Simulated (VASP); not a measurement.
## Si3N2: single point with PBE

Si3N2:

```
Si N
1.0
     0.03395    2.96736    0.42500
    -0.97420    0.61098    6.26425
     7.56881    0.10173   -1.30912
Si N
6 4
Direct
  0.30535 0.98863 0.23969
  0.29465 0.01137 0.56031
  0.48530 0.63043 0.55559
  0.49955 0.60164 0.05458
  0.11470 0.36958 0.24443
  0.10046 0.39835 0.74542
  0.53328 0.53416 0.28146
  0.51373 0.57366 0.79758
  0.06672 0.46584 0.51853
  0.08627 0.42635 0.00241
```

```yaml
Program: VASP 6.6.1
Task: single point
Functional: PBE
Potentials_or_basis: VASP PAW PBE potentials, release 64 (Si, N)
Cutoff: 520 eV
k_mesh: 6 × 4 × 4
Occupations: gaussian, width 0.2 eV
Spin: no spin polarisation
```

| Item | Value |
| --- | --- |
| Pressure | 0.0 GPa |
| Largest force | 0.019 eV/Å |
| Band gap on the k mesh | zero (bands 22 and 23 overlap by 3.39 eV) |

Forces on the atoms (eV/Å):
```
Si   0.001  0.000  0.003
Si  -0.001  0.000 -0.003
Si   0.006  0.000  0.016
Si   0.004 -0.002  0.019
Si  -0.006  0.000 -0.016
Si  -0.004  0.002 -0.019
N    0.005  0.004 -0.009
N   -0.005  0.002 -0.004
N   -0.004 -0.004  0.009
N    0.005 -0.002  0.004
```

Stress tensor (GPa, compression positive):
```
 0.06  0.01 -0.11
 0.01 -0.04  0.10
-0.11  0.10 -0.01
```

Levels at points of the mesh, in eV from the Fermi level:
| k point | band 20 | band 21 | band 22 | band 23 | band 24 | band 25 |
| --- | --- | --- | --- | --- | --- | --- |
| (0.00, 0.00, 0.00) | -2.63 | -1.77 | 1.19 | 1.66 | 1.78 | 2.52 |
| (0.50, 0.00, 0.00) | -2.23 | -1.87 | -1.72 | -1.56 | 1.78 | 2.16 |
| (0.00, 0.50, 0.00) | -2.86 | -2.30 | 1.26 | 1.51 | 2.64 | 3.62 |
| (0.50, 0.50, 0.00) | -2.22 | -1.89 | -1.74 | -1.55 | 1.76 | 2.16 |
| (0.00, 0.00, 0.50) | -2.36 | -2.05 | 0.98 | 1.82 | 2.01 | 2.51 |
| (0.50, 0.00, 0.50) | -2.87 | -2.39 | -2.13 | -1.82 | 1.77 | 2.29 |
| (0.00, 0.50, 0.50) | -2.51 | -2.12 | 1.56 | 1.88 | 2.32 | 3.29 |
| (0.50, 0.50, 0.50) | -2.86 | -2.41 | -2.13 | -1.83 | 1.75 | 2.28 |

Wall time 110 s on 1 thread of Intel(R) Xeon(R) Platinum 8559C (Emerald Rapids), on a shared host, peak memory 0.34 GiB.

Caveat: the k points lie up to 0.36 Å⁻¹ apart, too coarse for converged energies and pressures of a metal.
